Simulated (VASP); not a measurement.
# ZrB (Fm-3m) in VASP: further runs

ZrB is run at these levels: PBEsol; tasks: single point, relaxation of cell and atoms.

Program: VASP 6.6.1. These are calculated values, not measurements. Logs are shortened: lines on timing, memory, paths and dates and some standing lists are left out, and cuts for length are marked.

## (1) The cell of the first run

It takes space group Fm-3m (No. 225, cubic). The conventional cell has a = 4.862 Å, b = 4.862 Å, c = 4.862 Å, α = 90.00°, β = 90.00°, γ = 90.00°. Within 3.2 Å of Zr (site symmetry m-3m) lie 6 B at 2.43 Å. B (site symmetry m-3m) has 6 Zr at 2.43 Å within 3.2 Å.

## (2) Single point, PBEsol

The input, INCAR:

```
  PREC = Accurate
  ENCUT = 520
  EDIFF = 1E-6
  ISMEAR = 0
  SIGMA = 0.1
  LREAL = False
  LASPH = True
  NELM = 100
  ALGO = Normal
  ISIF = 2
  LWAVE = False
  LCHARG = False
  GGA = PS
  NBANDS = 14
```

The input, KPOINTS:

```
regular mesh
0
Gamma
  14 14 14
```

The input, POSCAR:

```
ZrB
1.0
    0.0000000000      2.4311025527      2.4311025527
    2.4311025527      0.0000000000      2.4311025527
    2.4311025527      2.4311025527      0.0000000000
Zr B
1 1
Direct
    0.0000000000      0.0000000000      0.0000000000
    0.5000000000      0.5000000000      0.5000000000
```

Potentials or basis: VASP PAW PBE potentials, release 64 (Zr_sv, B).

Command:

```console
$ cat potpaw_PBE.64/Zr_sv/POTCAR potpaw_PBE.64/B/POTCAR > POTCAR
$ mpirun -np 1 vasp_std > vasp.out
```

OUTCAR:

```text
PREC = Accurate
   ENCUT = 520
   EDIFF = 1E-6
   ISMEAR = 0
   LREAL = False
   LASPH = True
   NELM = 100
   ISIF = 2
   GGA = PS

 ion  position               nearest neighbor table
   1  0.000  0.000  0.000-   2 2.43   2 2.43   2 2.43   2 2.43   2 2.43   2 2.43
   2  0.500  0.500  0.500-   1 2.43   1 2.43   1 2.43   1 2.43   1 2.43   1 2.43

  LATTYP: Found a face centered cubic cell.
 ALAT       =     4.8622051054

  Lattice vectors:

 A1 = (   0.0000000000,   2.4311025527,   2.4311025527)
 A2 = (   2.4311025527,   0.0000000000,   2.4311025527)
 A3 = (   2.4311025527,   2.4311025527,   0.0000000000)

Analysis of symmetry for initial positions (statically):
=====================================================================
 Subroutine PRICEL returns:
 Original cell was already a primitive cell.

 Routine SETGRP: Setting up the symmetry group for a
 face centered cubic supercell.

 Subroutine GETGRP returns: Found 48 space group operations
 (whereof 48 operations were pure point group operations)
 out of a pool of 48 trial point group operations.

The static configuration has the point symmetry O_h .

Analysis of symmetry for dynamics (positions and initial velocities):
=====================================================================
 Subroutine PRICEL returns:
 Original cell was already a primitive cell.

 Routine SETGRP: Setting up the symmetry group for a
 face centered cubic supercell.

 Subroutine GETGRP returns: Found 48 space group operations
 (whereof 48 operations were pure point group operations)
 out of a pool of 48 trial point group operations.

The dynamic configuration has the point symmetry O_h .

 Subroutine INISYM returns: Found 48 space group operations
 (whereof 48 operations are pure point group operations),
 and found     1 'primitive' translations

----------------------------------------------------------------------------------------

                                     Primitive cell

  volume of cell :      28.7369

  direct lattice vectors                    reciprocal lattice vectors
     0.000000000  2.431102553  2.431102553    -0.205668000  0.205668000  0.205668000
     2.431102553  0.000000000  2.431102553     0.205668000 -0.205668000  0.205668000
     2.431102553  2.431102553  0.000000000     0.205668000  0.205668000 -0.205668000

  length of vectors
     3.438098202  3.438098202  3.438098202     0.356227426  0.356227426  0.356227426

  position of ions in fractional coordinates (direct lattice)
     0.000000000  0.000000000  0.000000000
     0.500000000  0.500000000  0.500000000

  ion indices of the primitive-cell ions
   primitive index   ion index
                 1           1
                 2           2

----------------------------------------------------------------------------------------

 KPOINTS: regular mesh

Automatic generation of k-mesh.
 Grid dimensions read from file:
 generate k-points for:   14   14   14

 Generating k-lattice:

  Cartesian coordinates                     Fractional coordinates (reciprocal lattice)
    -0.014690571  0.014690571  0.014690571     0.071428571  0.000000000  0.000000000
     0.014690571 -0.014690571  0.014690571     0.000000000  0.071428571  0.000000000
     0.014690571  0.014690571 -0.014690571     0.000000000  0.000000000  0.071428571

  Length of vectors
     0.025444816  0.025444816  0.025444816

  Shift w.r.t. Gamma in fractional coordinates (k-lattice)
     0.000000000  0.000000000  0.000000000

 Subroutine IBZKPT returns following result:
 ===========================================

 Found    104 irreducible k-points:

 Following reciprocal coordinates:
            Coordinates               Weight
  0.000000  0.000000  0.000000      1.000000
  0.071429  0.000000  0.000000      8.000000
  0.142857  0.000000  0.000000      8.000000
  0.214286  0.000000  0.000000      8.000000
  0.285714  0.000000  0.000000      8.000000
  0.357143  0.000000  0.000000      8.000000
[... 16 lines left out ...]
  0.214286  0.142857  0.000000     24.000000
  0.285714  0.142857  0.000000     24.000000
 [... further k-points ...]
   k-points           NKPTS =    104   k-points in BZ     NKDIM =    104   number of bands    NBANDS=     14
   number of dos      NEDOS =    301   number of ions     NIONS =      2
   total plane-waves  NPLWV =  21952
   dimension x,y,z NGX =    28 NGY =   28 NGZ =   28
   dimension x,y,z NGXF=    56 NGYF=   56 NGZF=   56
   ions per type =               1   1
   NGX,Y,Z   is equivalent  to a cutoff of  13.54, 13.54, 13.54 a.u.
   NGXF,Y,Z  is equivalent  to a cutoff of  27.08, 27.08, 27.08 a.u.
 SYSTEM =  unknown system
   PREC   = accura    normal or accurate (medium, high low for compatibility)
   ISTART =      0    job   : 0-new  1-cont  2-samecut
   ICHARG =      2    charge: 1-file 2-atom 10-const
   ISPIN  =      1    spin polarized calculation?
   LNONCOLLINEAR =      F non collinear calculations
   LSORBIT =      F    spin-orbit coupling
   LASPH  =      T    aspherical Exc in radial PAW
   ENCUT  =  520.0 eV  38.22 Ry    6.18 a.u.   6.39  6.39  6.39*2*pi/ulx,y,z
   NELM   =    100;   NELMIN=  2; NELMDL= -5     # of ELM steps
   EDIFF  = 0.1E-05   stopping-criterion for ELM
   LREAL  =      F    real-space projection
   EDIFFG = 0.1E-04   stopping-criterion for IOM
   NSW    =      0    number of steps for IOM
   IBRION =     -1    ionic relax: 0-MD 1-quasi-New 2-CG
   NFREE  =      0    steps in history (QN), initial steepest desc. (CG)
   ISIF   =      2    stress and relaxation
   ISYM   =      2    0-nonsym 1-usesym 2-fastsym
   POTIM  = 0.5000    time-step for ionic-motion
   TEBEG  =    0.0;   TEEND  =   0.0 temperature during run
   PSTRESS=    0.0 pullay stress
   NELECT =      15.0000    total number of electrons
   NUPDOWN=      -1.0000    fix difference up-down
   EMIN   =  10.00;   EMAX   =-10.00  energy-range for DOS
   EFERMI =   0.00;   METHOD = LEGACY
   ISMEAR =     0;   SIGMA  =   0.10  broadening in eV -4-tet -1-fermi 0-gaus
   EFERMI_NEDOS =   21; number of points for ismear=-14 and -15
   IALGO  =     38    algorithm
   IMIX   =      4    mixing-type and parameters
     AMIX     =   0.40;   BMIX     =  1.00
     AMIX_MAG =   1.60;   BMIX_MAG =  1.00
  volume/ion in A,a.u.               =      14.37        96.96
  Fermi-wavevector in a.u.,A,eV,Ry     =   1.318131  2.490907 23.639713  1.737470
  Thomas-Fermi vector in A             =   2.448123
   LORBIT       =      0    0 simple, 1 ext, 2 COOP (PROOUT), +10 PAW based schemes
   GGA     = PS    functional components
   LHFCALC =     F    Hartree Fock is set to
   AEXX    =    0.0000 exact exchange contribution
   IVDW    =     0    specifies the selected vdW correction
   LEPSILON=     F    determine dielectric tensor
   LRPA    =     F    only Hartree local field effects (RPA)
 non-spin polarized calculation
 Gauss-broadening in eV      SIGMA  =   0.10
  energy-cutoff  :      520.00
  volume of cell :       28.74
 maximum number of plane-waves:       785
 NGX is ok and might be reduce to    28
   NGX = 13   NGY = 13   NGZ = 13

 number of electron      15.0000000 magnetization

 Free energy of the ion-electron system (eV)
  ---------------------------------------------------
  ext. energy  EPLUGINS =         0.00000000
  ---------------------------------------------------
  free energy    TOTEN  =       -16.92251930 eV

  energy without entropy =      -16.91614660  energy(sigma->0) =      -16.91933295

 E-fermi :   7.5867     XC(G=0): -11.7044

 val. band max:        7.5832070638   @ k =   0.3571   0.1429   0.0000
 cond. band min:       7.6005618594   @ k =   0.2857   0.2143   0.0000
 fundamental gap:      0.0173547955
 Fermi energy:         7.5866809041

 k-point     1 :       0.0000    0.0000    0.0000
  band No.  band energies     occupation
      1     -39.6611      2.00000
      2     -17.5081      2.00000
      3     -17.5081      2.00000
      4     -17.5081      2.00000
      5      -0.4912      2.00000
      6       9.3309      0.00000
      7       9.3309      0.00000
      8       9.3309      0.00000
      9      10.8124      0.00000
     10      10.8124      0.00000
     11      11.1081      0.00000
     12      11.1081      0.00000
     13      11.1081      0.00000
     14      18.2956      0.00000

 k-point     2 :       0.0714    0.0000    0.0000
  band No.  band energies     occupation
      1     -39.6579      2.00000
      2     -17.5396      2.00000
      3     -17.5113      2.00000
      4     -17.5113      2.00000
      5      -0.3729      2.00000
      6       8.9482      0.00000
      7       9.2584      0.00000
      8       9.2584      0.00000
      9      10.0341      0.00000
     10      10.0341      0.00000
     11      11.2808      0.00000
     12      12.1941      0.00000
     13      12.1941      0.00000
     14      18.5826      0.00000

 k-point     3 :       0.1429    0.0000    0.0000
  band No.  band energies     occupation
      1     -39.6487      2.00000
      2     -17.6268      2.00000
      3     -17.5201      2.00000
      4     -17.5201      2.00000
      5      -0.0297      2.00000
      6       8.1302      0.00000
      7       8.6224      0.00000
      8       8.6224      0.00000
      9      10.0124      0.00000
     10      10.0124      0.00000
     11      11.5565      0.00000
     12      13.5427      0.00000
     13      13.5427      0.00000
     14      19.2973      0.00000

 k-point     4 :       0.2143    0.0000    0.0000
  band No.  band energies     occupation
      1     -39.6355      2.00000
      2     -17.7503      2.00000
      3     -17.5328      2.00000
      4     -17.5328      2.00000
      5       0.5056      2.00000
      6       7.1930      2.00000
      7       7.8576      0.00013
      8       7.8576      0.00013
      9      10.4534      0.00000
     10      10.4534      0.00000
     11      11.8191      0.00000
     12      14.9645      0.00000
     13      14.9645      0.00000
     14      19.4439      0.00000

 k-point     5 :       0.2857    0.0000    0.0000
  band No.  band energies     occupation
      1     -39.6208      2.00000
      2     -17.8839      2.00000
      3     -17.5468      2.00000
      4     -17.5468      2.00000
      5       1.1859      2.00000
      6       6.2526      2.00000
      7       7.2277      2.00000
      8       7.2277      2.00000
      9      11.0660      0.00000
     10      11.0660      0.00000
     11      12.1494      0.00000
[... 276 lines left out ...]
 k-point    22 :       0.1429    0.1429    0.0000
  band No.  band energies     occupation
      1     -39.6446      2.00000
      2     -17.6178      2.00000
      3     -17.5483      2.00000
      4     -17.5483      2.00000
      5       0.1031      2.00000
      6       7.6438      0.41917
      7       8.6563      0.00000
      8       8.9561      0.00000
      9       8.9561      0.00000
     10      11.0523      0.00000
     11      12.2667      0.00000
     12      12.2667      0.00000
     13      14.4465      0.00000
     14      19.7076      0.00000

 k-point    23 :       0.2143    0.1429    0.0000
  band No.  band energies     occupation
      1     -39.6347      2.00000
      2     -17.6976      2.00000
      3     -17.5674      2.00000
      4     -17.5607      2.00000
      5       0.4697      2.00000
      6       6.9528      2.00000
      7       8.0607      0.00000
      8       8.6845      0.00000
      9       9.2210      0.00000
     10      11.1472      0.00000
     11      12.6115      0.00000
     12      13.1057      0.00000
     13      15.3753      0.00000
     14      20.2531      0.00000

 k-point    24 :       0.2857    0.1429    0.0000
  band No.  band energies     occupation
      1     -39.6218      2.00000
      2     -17.8081      2.00000
      3     -17.5850      2.00000
      4     -17.5750      2.00000
      5       0.9906      2.00000
      6       6.2943      2.00000
      7       7.4215      1.98050
      8       8.1464      0.00000
      9       9.6724      0.00000
     10      11.5424      0.00000
     11      12.8587      0.00000
     12      14.2202      0.00000
     13      16.5002      0.00000
     14      19.9983      0.00000

 [... further k-points ...]
[... 5 lines left out ...]
  --------------------------------------------------------------------------------------
  -------------------------------------------------------------------------------------
  Total        0.0361965      0.0361965      0.0361965      0.0000000      0.0000000     -0.0000000
  in kB        2.0180761      2.0180761      2.0180761      0.0000000      0.0000000     -0.0000000
  external PRESSURE =       2.0180761 kB  Pullay stress =       0.0000000 kB

 VOLUME and BASIS-vectors are now :
 -----------------------------------------------------------------------------
  energy-cutoff  :      520.00
  volume of cell :       28.74
      direct lattice vectors                 reciprocal lattice vectors
     0.000000000  2.431102553  2.431102553    -0.205668000  0.205668000  0.205668000
     2.431102553  0.000000000  2.431102553     0.205668000 -0.205668000  0.205668000
     2.431102553  2.431102553  0.000000000     0.205668000  0.205668000 -0.205668000

 POSITION                                       TOTAL-FORCE (eV/Angst)
 -----------------------------------------------------------------------------------
      0.00000      0.00000      0.00000        -0.000000      0.000000      0.000000
      2.43110      2.43110      2.43110         0.000000     -0.000000     -0.000000
 -----------------------------------------------------------------------------------
    total drift:                               -0.000000      0.000000      0.000000

  FREE ENERGIE OF THE ION-ELECTRON SYSTEM (eV)
  ---------------------------------------------------
  free  energy   TOTEN  =       -16.9225192951 eV

  energy  without entropy=      -16.9161465962  energy(sigma->0) =      -16.91933295
```

Wall time 42 s (1 thread of Intel Xeon Platinum 8259CL at 2.50GHz (Skylake/Cascade Lake), shared host); peak memory 0.18 GiB.

Results:

- Free energy: -16.9225 eV
- Pressure: 0.2 GPa

Levels at points of the mesh, in eV from the Fermi level:
```csv
k point,band 6,band 7,band 8,band 9,band 10,band 11
"(0.00, 0.00, 0.00)",1.74,1.74,1.74,3.23,3.23,3.52
"(0.50, 0.00, 0.00)",-3.89,-1.19,-1.19,4.95,4.95,6.28
"(0.50, 0.50, 0.00)",-0.86,-0.72,2.14,2.14,4.71,5.91
```

Caveat: the PAW data sets were made with another functional, which shifts forces and pressure a little.

## (3) Relaxation of cell and atoms, PBEsol

The input, INCAR:

```
  PREC = Accurate
  ENCUT = 600
  EDIFF = 1E-7
  ISMEAR = 0
  SIGMA = 0.1
  LREAL = F
  LASPH = T
  NELM = 100
  ALGO = Normal
  ISIF = 3
  LWAVE = F
  LCHARG = F
  GGA = PS
  IBRION = 2
  NSW = 100
  EDIFFG = -0.005
```

KPOINTS is that of step 2.

The input, POSCAR:

```
ZrB
1.0
    0.0000000000      2.4323177138      2.4323177138
    2.4323177138      0.0000000000      2.4323177138
    2.4323177138      2.4323177138      0.0000000000
Zr B
1 1
Direct
    0.0000000000      0.0000000000      0.0000000000
    0.5000000000      0.5000000000      0.5000000000
```

Potentials or basis: VASP PAW PBE potentials, release 64 (Zr_sv, B).

Command:

```console
$ cat potpaw_PBE.64/Zr_sv/POTCAR potpaw_PBE.64/B/POTCAR > POTCAR
$ mpirun -np 1 vasp_std > vasp.out
```

Run time: 34 s. Hardware: 1 thread of Intel Xeon Platinum 8259CL at 2.50GHz (Skylake/Cascade Lake), shared host; peak memory 0.19 GiB.

It converged, with:

```
Free energy             : -16.9234 eV
Pressure after relaxing : 0.0 GPa
```

Final structure:
```
CELL_PARAMETERS angstrom
0.00000 2.43232 2.43232
2.43232 0.00000 2.43232
2.43232 2.43232 0.00000
ATOMIC_POSITIONS crystal
Zr 0.00000 0.00000 0.00000
B 0.50000 0.50000 0.50000
```

Levels at points of the mesh, in eV from the Fermi level:
```tsv
k point	band 5	band 6	band 7	band 8	band 9	band 10	band 11
(0.00, 0.00, 0.00)	-8.07	1.74	1.74	1.74	3.22	3.22	3.52
(0.50, 0.00, 0.00)	-4.05	-3.88	-1.19	-1.19	4.95	4.95	6.26
(0.50, 0.50, 0.00)	-6.12	-0.86	-0.72	2.13	2.13	4.70	5.90
```

Caveat: the relaxation stopped at its first step, so nothing moved; the PAW data sets were made with another functional, which shifts forces and pressure a little.

[end of part 1 of 2]
